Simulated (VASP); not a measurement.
# Al3BN2 (P6/mmm) in VASP: further runs

Runs on Al3BN2. Level: PBE. Tasks: single point, relaxation of cell and atoms.

Program: VASP 6.6.1. These are calculated values, not measurements. Logs are shortened: lines on timing, memory, paths and dates and some standing lists are left out, and cuts for length are marked.

### Step 1. The cell of the first run

It takes space group P6/mmm (No. 191, hexagonal). The conventional cell has a = 5.295 Å, b = 5.295 Å, c = 2.626 Å, α = 90.00°, β = 90.00°, γ = 120.00°. Al (site symmetry mmm) has 4 N at 2.01 Å and 6 Al at 2.63 to 2.65 Å within 2.7 Å. Within 3.5 Å of B (site symmetry 6/mmm) lie 2 B at 2.63 Å and 12 Al at 2.96 Å and 6 N at 3.06 Å. Within 2.7 Å of N (site symmetry -6m2) lie 6 Al at 2.01 Å and 2 N at 2.63 Å.

The cell was generated, and may not be a known phase.

### Step 2. Single point, PBE

File INCAR:

```
SYSTEM = Al3BN2
PREC = Accurate
ENCUT = 520
EDIFF = 1E-6
ISMEAR = 0
SIGMA = 0.1
LREAL = .FALSE.
LASPH = .TRUE.
NELM = 100
ALGO = Normal
ISIF = 2
LWAVE = .FALSE.
LCHARG = .FALSE.
GGA = PE
NBANDS = 20
```

File KPOINTS:

```
Automatic mesh
0
G
  12 12 14
  0 0 0
```

File POSCAR:

```
Al3BN2
1.0
    5.2952351901      0.0000000000      0.0000000000
   -2.6476175951      4.5858081937      0.0000000000
    0.0000000000      0.0000000000      2.6256109043
Al B N
3 1 2
Direct
    0.5000000000      0.0000000000      0.5000000000
    0.5000000000      0.5000000000      0.5000000000
    0.0000000000      0.5000000000      0.5000000000
    0.0000000000      0.0000000000      0.0000000000
    0.3333333333      0.6666666667      0.0000000000
    0.6666666667      0.3333333333      0.0000000000
```

Potentials or basis: VASP PAW PBE potentials, release 64 (Al, B, N).

Started as:

```sh
$ cat potpaw_PBE.64/Al/POTCAR potpaw_PBE.64/B/POTCAR potpaw_PBE.64/N/POTCAR > POTCAR
$ mpirun -np 1 vasp_std > vasp.out
```

OUTCAR:

```text
SYSTEM = Al3BN2
   PREC = Accurate
   ENCUT = 520
   EDIFF = 1E-6
   ISMEAR = 0
   LREAL = .FALSE.
   LASPH = .TRUE.
   NELM = 100
   ISIF = 2
   GGA = PE

 ion  position               nearest neighbor table
   1  0.500  0.000  0.500-   5 2.01   6 2.01   5 2.01   6 2.01   3 2.65   3 2.65   2 2.65   2 2.65

   2  0.500  0.500  0.500-   5 2.01   6 2.01   5 2.01   6 2.01   3 2.65   3 2.65   1 2.65   1 2.65

   3  0.000  0.500  0.500-   5 2.01   6 2.01   5 2.01   6 2.01   2 2.65   2 2.65   1 2.65   1 2.65

   4  0.000  0.000  0.000-
   5  0.333  0.667  0.000-   3 2.01   3 2.01   1 2.01   1 2.01   2 2.01   2 2.01
   6  0.667  0.333  0.000-   3 2.01   3 2.01   1 2.01   1 2.01   2 2.01   2 2.01

  LATTYP: Found a hexagonal cell.
 ALAT       =     5.2952351901
 C/A-ratio  =     0.4958440579

  Lattice vectors:

 A1 = (   5.2952351901,   0.0000000000,   0.0000000000)
 A2 = (  -2.6476175951,   4.5858081937,   0.0000000000)
 A3 = (   0.0000000000,   0.0000000000,   2.6256109043)

Analysis of symmetry for initial positions (statically):
=====================================================================
 Subroutine PRICEL returns:
 Original cell was already a primitive cell.

 Routine SETGRP: Setting up the symmetry group for a
 hexagonal supercell.

 Subroutine GETGRP returns: Found 24 space group operations
 (whereof 24 operations were pure point group operations)
 out of a pool of 24 trial point group operations.

The static configuration has the point symmetry D_6h.

Analysis of symmetry for dynamics (positions and initial velocities):
=====================================================================
 Subroutine PRICEL returns:
 Original cell was already a primitive cell.

 Routine SETGRP: Setting up the symmetry group for a
 hexagonal supercell.

 Subroutine GETGRP returns: Found 24 space group operations
 (whereof 24 operations were pure point group operations)
 out of a pool of 24 trial point group operations.

The dynamic configuration has the point symmetry D_6h.

 Subroutine INISYM returns: Found 24 space group operations
 (whereof 24 operations are pure point group operations),
 and found     1 'primitive' translations

----------------------------------------------------------------------------------------

                                     Primitive cell

  volume of cell :      63.7575

  direct lattice vectors                    reciprocal lattice vectors
     5.295235190  0.000000000  0.000000000     0.188849024  0.109032035  0.000000000
    -2.647617595  4.585808194  0.000000000     0.000000000  0.218064070  0.000000000
     0.000000000  0.000000000  2.625610904     0.000000000  0.000000000  0.380863744

  length of vectors
     5.295235190  5.295235190  2.625610904     0.218064070  0.218064070  0.380863744

  position of ions in fractional coordinates (direct lattice)
     0.500000000  0.000000000  0.500000000
     0.500000000  0.500000000  0.500000000
     0.000000000  0.500000000  0.500000000
     0.000000000  0.000000000  0.000000000
     0.333333333  0.666666667  0.000000000
     0.666666667  0.333333333  0.000000000

  ion indices of the primitive-cell ions
   primitive index   ion index
                 1           1
                 2           2
                 3           3
                 4           4
                 5           5
                 6           6

----------------------------------------------------------------------------------------

 KPOINTS: Automatic mesh

Automatic generation of k-mesh.
 Grid dimensions read from file:
 generate k-points for:   12   12   14

 Generating k-lattice:

  Cartesian coordinates                     Fractional coordinates (reciprocal lattice)
     0.015737419  0.009086003  0.000000000     0.083333333  0.000000000  0.000000000
     0.000000000  0.018172006  0.000000000     0.000000000  0.083333333  0.000000000
     0.000000000  0.000000000  0.027204553     0.000000000  0.000000000  0.071428571

  Length of vectors
     0.018172006  0.018172006  0.027204553

  Shift w.r.t. Gamma in fractional coordinates (k-lattice)
     0.000000000  0.000000000  0.000000000

 Subroutine IBZKPT returns following result:
 ===========================================

 Found    152 irreducible k-points:

 Following reciprocal coordinates:
            Coordinates               Weight
  0.000000  0.000000  0.000000      1.000000
  0.083333  0.000000  0.000000      6.000000
  0.166667 -0.000000  0.000000      6.000000
  0.250000  0.000000  0.000000      6.000000
  0.333333 -0.000000  0.000000      6.000000
  0.416667  0.000000  0.000000      6.000000
[... 16 lines left out ...]
  0.250000  0.000000  0.071429     12.000000
  0.333333 -0.000000  0.071429     12.000000
 [... further k-points ...]
   k-points           NKPTS =    152   k-points in BZ     NKDIM =    152   number of bands    NBANDS=     20
   number of dos      NEDOS =    301   number of ions     NIONS =      6
   total plane-waves  NPLWV =  32000
   dimension x,y,z NGX =    40 NGY =   40 NGZ =   20
   dimension x,y,z NGXF=    80 NGYF=   80 NGZF=   40
   ions per type =               3   1   2
   NGX,Y,Z   is equivalent  to a cutoff of  12.56, 12.56, 12.66 a.u.
   NGXF,Y,Z  is equivalent  to a cutoff of  25.12, 25.12, 25.33 a.u.
 SYSTEM =  Al3BN2
   PREC   = accura    normal or accurate (medium, high low for compatibility)
   ISTART =      0    job   : 0-new  1-cont  2-samecut
   ICHARG =      2    charge: 1-file 2-atom 10-const
   ISPIN  =      1    spin polarized calculation?
   LNONCOLLINEAR =      F non collinear calculations
   LSORBIT =      F    spin-orbit coupling
   LASPH  =      T    aspherical Exc in radial PAW
   ENCUT  =  520.0 eV  38.22 Ry    6.18 a.u.   9.85  9.85  4.88*2*pi/ulx,y,z
   NELM   =    100;   NELMIN=  2; NELMDL= -5     # of ELM steps
   EDIFF  = 0.1E-05   stopping-criterion for ELM
   LREAL  =      F    real-space projection
   EDIFFG = 0.1E-04   stopping-criterion for IOM
   NSW    =      0    number of steps for IOM
   IBRION =     -1    ionic relax: 0-MD 1-quasi-New 2-CG
   NFREE  =      0    steps in history (QN), initial steepest desc. (CG)
   ISIF   =      2    stress and relaxation
   ISYM   =      2    0-nonsym 1-usesym 2-fastsym
   POTIM  = 0.5000    time-step for ionic-motion
   TEBEG  =    0.0;   TEEND  =   0.0 temperature during run
   PSTRESS=    0.0 pullay stress
   NELECT =      22.0000    total number of electrons
   NUPDOWN=      -1.0000    fix difference up-down
   EMIN   =  10.00;   EMAX   =-10.00  energy-range for DOS
   EFERMI =   0.00;   METHOD = LEGACY
   ISMEAR =     0;   SIGMA  =   0.10  broadening in eV -4-tet -1-fermi 0-gaus
   EFERMI_NEDOS =   21; number of points for ismear=-14 and -15
   IALGO  =     38    algorithm
   IMIX   =      4    mixing-type and parameters
     AMIX     =   0.40;   BMIX     =  1.00
     AMIX_MAG =   1.60;   BMIX_MAG =  1.00
  volume/ion in A,a.u.               =      10.63        71.71
  Fermi-wavevector in a.u.,A,eV,Ry     =   1.148256  2.169888 17.939157  1.318491
  Thomas-Fermi vector in A             =   2.284931
   LORBIT       =      0    0 simple, 1 ext, 2 COOP (PROOUT), +10 PAW based schemes
   GGA     = PE    functional components
   LHFCALC =     F    Hartree Fock is set to
   AEXX    =    0.0000 exact exchange contribution
   IVDW    =     0    specifies the selected vdW correction
   LEPSILON=     F    determine dielectric tensor
   LRPA    =     F    only Hartree local field effects (RPA)
 non-spin polarized calculation
 Gauss-broadening in eV      SIGMA  =   0.10
  energy-cutoff  :      520.00
  volume of cell :       63.76
 maximum number of plane-waves:      1738
 NGX is ok and might be reduce to    40
   NGX = 19   NGY = 19   NGZ =  9

 number of electron      21.9999996 magnetization

 Free energy of the ion-electron system (eV)
  ---------------------------------------------------
  ext. energy  EPLUGINS =         0.00000000
  ---------------------------------------------------
  free energy    TOTEN  =       -33.38413736 eV

  energy without entropy =      -33.37632104  energy(sigma->0) =      -33.38022920

 E-fermi :   8.8076     XC(G=0): -11.1514

 val. band max:        8.7931534844   @ k =   0.2500   0.2500   0.3571
 cond. band min:       8.8206549749   @ k =   0.0833   0.0833   0.5000
 fundamental gap:      0.0275014905
 Fermi energy:         8.8075583816

 k-point     1 :       0.0000    0.0000    0.0000
  band No.  band energies     occupation
      1      -9.8358      2.00000
      2      -8.1931      2.00000
      3      -0.0487      2.00000
      4      -0.0487      2.00000
      5       1.2891      2.00000
      6       1.9752      2.00000
[... 12 lines left out ...]
     19      16.4627      0.00000
     20      16.6141      0.00000

 k-point     2 :       0.0833    0.0000    0.0000
  band No.  band energies     occupation
      1      -9.8146      2.00000
      2      -8.2236      2.00000
      3      -0.1063      2.00000
      4      -0.0598      2.00000
      5       1.0322      2.00000
      6       2.0782      2.00000
[... 12 lines left out ...]
     19      16.5165      0.00000
     20      16.5499      0.00000

 k-point     3 :       0.1667   -0.0000    0.0000
  band No.  band energies     occupation
      1      -9.7525      2.00000
      2      -8.3109      2.00000
      3      -0.2434      2.00000
      4      -0.1807      2.00000
      5       0.8813      2.00000
      6       2.3449      2.00000
[... 12 lines left out ...]
     19      16.3792      0.00000
     20      16.7193      0.00000

 k-point     4 :       0.2500    0.0000    0.0000
  band No.  band energies     occupation
      1      -9.6544      2.00000
      2      -8.4426      2.00000
      3      -0.4383      2.00000
      4      -0.3983      2.00000
      5       1.0606      2.00000
      6       2.6927      2.00000
[... 12 lines left out ...]
     19      16.3553      0.00000
     20      16.7988      0.00000

 k-point     5 :       0.3333   -0.0000    0.0000
  band No.  band energies     occupation
      1      -9.5307      2.00000
      2      -8.5992      2.00000
      3      -0.6887      2.00000
      4      -0.5294      2.00000
      5       1.4284      2.00000
      6       3.0397      2.00000
[... 12 lines left out ...]
     19      16.3565      0.00000
     20      16.8635      0.00000

 k-point     6 :       0.4167    0.0000    0.0000
  band No.  band energies     occupation
      1      -9.4061      2.00000
      2      -8.7475      2.00000
      3      -0.8546      2.00000
      4      -0.6146      2.00000
      5       1.8457      2.00000
      6       3.3027      2.00000
[... 12 lines left out ...]
     19      16.3390      0.00000
     20      16.9031      0.00000

 k-point     7 :       0.5000    0.0000    0.0000
  band No.  band energies     occupation
      1      -9.3437      2.00000
      2      -8.8184      2.00000
      3      -0.9118      2.00000
      4      -0.6439      2.00000
      5       2.0716      2.00000
      6       3.4024      2.00000
[... 12 lines left out ...]
     19      16.3257      0.00000
     20      16.9162      0.00000
[... 277 lines left out ...]
 k-point    20 :       0.0000    0.0000    0.0714
  band No.  band energies     occupation
      1      -9.7556      2.00000
      2      -8.1280      2.00000
      3       0.0332      2.00000
      4       0.0332      2.00000
      5       1.3665      2.00000
      6       2.0545      2.00000
[... 12 lines left out ...]
     19      16.4049      0.00000
     20      16.4368      0.00000

 k-point    21 :       0.0833    0.0000    0.0714
  band No.  band energies     occupation
      1      -9.7346      2.00000
      2      -8.1581      2.00000
      3      -0.0239      2.00000
      4       0.0224      2.00000
      5       1.1126      2.00000
      6       2.1564      2.00000
[... 12 lines left out ...]
     19      16.3172      0.00000
     20      16.4462      0.00000

 k-point    22 :       0.1667   -0.0000    0.0714
  band No.  band energies     occupation
      1      -9.6730      2.00000
      2      -8.2444      2.00000
      3      -0.1598      2.00000
      4      -0.0968      2.00000
      5       0.9616      2.00000
      6       2.4201      2.00000
[... 12 lines left out ...]
     19      16.3578      0.00000
     20      16.4329      0.00000

 k-point    23 :       0.2500    0.0000    0.0714
  band No.  band energies     occupation
      1      -9.5756      2.00000
      2      -8.3748      2.00000
      3      -0.3520      2.00000
      4      -0.3137      2.00000
      5       1.1380      2.00000
      6       2.7638      2.00000
[... 12 lines left out ...]
     19      16.4165      0.00000
     20      16.4975      0.00000

 k-point    24 :       0.3333   -0.0000    0.0714
  band No.  band energies     occupation
      1      -9.4529      2.00000
      2      -8.5297      2.00000
      3      -0.6008      2.00000
      4      -0.4439      2.00000
      5       1.5021      2.00000
      6       3.1061      2.00000
[... 12 lines left out ...]
     19      16.3961      0.00000
     20      16.5701      0.00000

 [... further k-points ...]

------------------------ aborting loop because EDIFF is reached ----------------------------------------

  FORCE on cell =-STRESS in cart. coord.  units (eV):
  Direction    XX          YY          ZZ          XY          YZ          ZX
  --------------------------------------------------------------------------------------
  -------------------------------------------------------------------------------------
  Total       -0.0705663     -0.0705663     -0.0664076      0.0000000     -0.0000000      0.0000000
  in kB       -1.7732753     -1.7732753     -1.6687716      0.0000000     -0.0000000      0.0000000
  external PRESSURE =      -1.7384407 kB  Pullay stress =       0.0000000 kB

 VOLUME and BASIS-vectors are now :
 -----------------------------------------------------------------------------
  energy-cutoff  :      520.00
  volume of cell :       63.76
      direct lattice vectors                 reciprocal lattice vectors
     5.295235190  0.000000000  0.000000000     0.188849024  0.109032035  0.000000000
    -2.647617595  4.585808194  0.000000000     0.000000000  0.218064070  0.000000000
     0.000000000  0.000000000  2.625610904     0.000000000  0.000000000  0.380863744

 POSITION                                       TOTAL-FORCE (eV/Angst)
 -----------------------------------------------------------------------------------
      2.64762      0.00000      1.31281         0.000000      0.000000      0.000000
      1.32381      2.29290      1.31281        -0.000000      0.000000      0.000000
     -1.32381      2.29290      1.31281        -0.000000      0.000000      0.000000
      0.00000      0.00000      0.00000        -0.000000      0.000000      0.000000
     -0.00000      3.05721      0.00000        -0.000000     -0.000000      0.000000
      2.64762      1.52860      0.00000         0.000000      0.000000      0.000000
 -----------------------------------------------------------------------------------
    total drift:                                0.000000     -0.000000      0.000000

  FREE ENERGIE OF THE ION-ELECTRON SYSTEM (eV)
  ---------------------------------------------------
  free  energy   TOTEN  =       -33.3841373586 eV

  energy  without entropy=      -33.3763210379  energy(sigma->0) =      -33.38022920
```

It took 3.7 min on 1 thread of AMD EPYC 7R13, shared host; peak memory 0.3 GiB.

What came out:

```
Free energy            : -33.3841 eV
Pressure               : -0.2 GPa
Band gap on the k mesh : zero (bands 11 and 12 overlap by 0.75 eV)
```

Caveat: semilocal functionals underestimate gaps, and a narrow one can read as zero.

### Step 3. Single point, PBE, collinear spin, ferromagnetic start

This run uses another cell than the first one, of 10.66 Å³/atom.

File INCAR:

```
SYSTEM = Al3BN2
PREC     = Accurate       ! precision mode
ENCUT    = 520            ! plane-wave cutoff, eV
EDIFF    = 1E-7           ! SCF threshold, eV
ISMEAR   = 0              ! smearing method
SIGMA    = 0.1            ! smearing width, eV
LREAL    = .False.        ! projectors in reciprocal space
LASPH    = .True.         ! aspherical terms in the spheres
NELM     = 150            ! most SCF steps
ALGO     = Normal         ! electronic algorithm
ISIF     = 2              ! what is computed and relaxed
LWAVE    = .False.        ! write WAVECAR
LCHARG   = .False.        ! write CHGCAR
ISPIN    = 2              ! spin polarisation
MAGMOM   = 0 0 0 0 1 1    ! initial moments
LORBIT   = 11             ! projections on sites
GGA      = PE             ! functional
NBANDS   = 24             ! bands
```

File KPOINTS:

```
regular mesh
0
Gamma
  6 6 6
  0 0 0
```

POSCAR: that of step 2 with these lines changed.

```diff
@@ -2,5 +2,5 @@
 1.0
-    5.2952351901      0.0000000000      0.0000000000
-   -2.6476175951      4.5858081937      0.0000000000
-    0.0000000000      0.0000000000      2.6256109043
+    5.2833802138      0.0000000000      0.0000000000
+   -2.6416901069      4.5755414830      0.0000000000
+    0.0000000000      0.0000000000      2.6456013720
 Al B N
```

Potentials or basis: VASP PAW PBE potentials, release 64 (Al, B, N).

Started as:

```sh
$ cat potpaw_PBE.64/Al/POTCAR potpaw_PBE.64/B/POTCAR potpaw_PBE.64/N/POTCAR > POTCAR
$ mpirun -np 1 vasp_std > vasp.out
```

Wall time 1.8 min (1 thread of AMD EPYC 7R13, shared host); peak memory 0.23 GiB.

It converged, with:

- Free energy: -33.2777 eV
- Pressure: -0.2 GPa
- Band gap on the k mesh: zero (filled and empty bands overlap)
- Net moment: -0.01 μB per cell
- Valence electrons inside the program's atomic spheres: Al 0.73; B 1.45; N 3.83

Levels at points of the mesh, in eV from the Fermi level:
Spin up:
```tsv
k point	band 7	band 8	band 9	band 10	band 11	band 12	band 13	band 14	band 15	band 16
(0.00, 0.00, 0.00)	-6.68	-3.10	-2.82	-0.82	-0.82	1.99	5.68	5.68	5.83	6.16
(0.50, 0.00, 0.00)	-5.14	-3.00	-2.91	-1.86	-1.32	1.57	4.29	4.48	4.97	5.08
(0.00, 0.00, 0.50)	-4.40	-4.40	-3.28	-2.38	0.63	0.63	0.91	0.91	1.72	1.72
(0.50, 0.00, 0.50)	-4.69	-3.72	-3.59	-2.31	-0.83	1.51	1.76	1.88	3.12	4.05
```
Spin down:
```tsv
k point	band 7	band 8	band 9	band 10	band 11	band 12	band 13	band 14	band 15	band 16
(0.00, 0.00, 0.00)	-6.68	-3.10	-2.82	-0.82	-0.82	1.99	5.68	5.68	5.82	6.16
(0.50, 0.00, 0.00)	-5.14	-3.00	-2.91	-1.86	-1.32	1.57	4.29	4.47	4.97	5.08
(0.00, 0.00, 0.50)	-4.41	-4.41	-3.28	-2.39	0.63	0.63	0.91	0.91	1.72	1.72
(0.50, 0.00, 0.50)	-4.69	-3.72	-3.59	-2.31	-0.83	1.51	1.76	1.88	3.12	4.05
```

Caveat: the k points lie up to 0.40 Å⁻¹ apart, too coarse for converged energies and pressures of a metal; semilocal functionals underestimate gaps, and a narrow one can read as zero.

(Part 1 of 2 ends here.)

The gap in the log of VASP goes by the Fermi energy; the results here count the filled bands.